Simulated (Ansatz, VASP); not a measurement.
## One calculation of WSe2, two programs

```
W Se
1.0
     3.29967    0.00000    0.00000
    -1.64983    2.85760    0.00000
     0.00000    0.00000   12.75424
W Se
2 4
Cartesian
  0.0000 1.9051 3.1886
  1.6498 0.9525 9.5657
  1.6498 0.9525 4.8490
  1.6498 0.9525 1.5281
  0.0000 1.9051 11.2261
  0.0000 1.9051 7.9052
```

Change from the starting cell: uniaxial_z strain -3.0%.

Alike in both runs: task single point; functional PBE; k mesh 12 × 12 × 2; occupations fermi-dirac, width 0.02 eV; no spin polarisation.

|  | VASP | Ansatz |
| --- | --- | --- |
| version | VASP 6.6.1 | Ansatz 0.2.0 |
| potentials or method | VASP PAW PBE potentials, release 64 (W_sv, Se) | plane waves, PAW |
| plane-wave cutoff (eV) | 520 | 420 |
| valence electrons in the cell | 52 | 92 |

Ansatz gave:

- gap on the k mesh at the Fermi level (eV): 0.90
- pressure (GPa): 4.3
- traceless stress, the component that is largest in VASP (GPa): 1.99
- rms of the force components (eV/Å): 0.137

Estimate VASP's values.

gap on the k mesh at the Fermi level (eV): 0.90; pressure (GPa): 4.7; traceless stress, the component that is largest in VASP (GPa): 2.07; rms of the force components (eV/Å): 0.161.

Atom by atom the forces differ by 0.023 eV/Å (rms over components). With one functional, cell and mesh, what is left measures potentials, basis and numerics. VASP's potentials hold 52 valence electrons a cell and Ansatz's 92, so a difference there can come from the potentials and not from the codes.

Neither program's run includes spin-orbit coupling.
